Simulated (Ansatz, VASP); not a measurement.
**MgS in VASP and in Ansatz**

```xyz
2
Lattice="0.0000 2.5950 2.5950 2.5950 0.0000 2.5950 2.5950 2.5950 0.0000" Properties=species:S:1:pos:R:3 pbc="T T T"
Mg    0.0000    0.0000    0.0000
S     2.5950    2.5950    2.5950
```

Alike in both runs: task relaxation of cell and atoms; functional PBEsol; k mesh 8 × 8 × 8; occupations gaussian, width 0.02 eV; no spin polarisation.

|  | VASP | Ansatz |
| --- | --- | --- |
| version | VASP 6.6.1 | Ansatz 0.2.0 |
| potentials or method | VASP PAW PBE potentials, release 64 (Mg, S), cutoff 600 eV | scalar-relativistic, plane waves, PAW |
| valence electrons in the cell | 8 | 16 |

```tsv
	VASP	Ansatz	Ansatz less VASP
gap on the k mesh at the Fermi level, each at its own relaxed structure (eV)	2.73	2.73	-0.005
relaxed volume (Å³/atom)	17.36	17.39	+0.036
relaxed cell length with the largest relative difference (Å)	3.662	3.664	+0.0025
```

VASP's potentials were made for PBE, not for PBEsol, and Ansatz warns of the same on its side. VASP's potentials hold 8 valence electrons a cell and Ansatz's 16, so a difference there can come from the potentials and not from the codes.
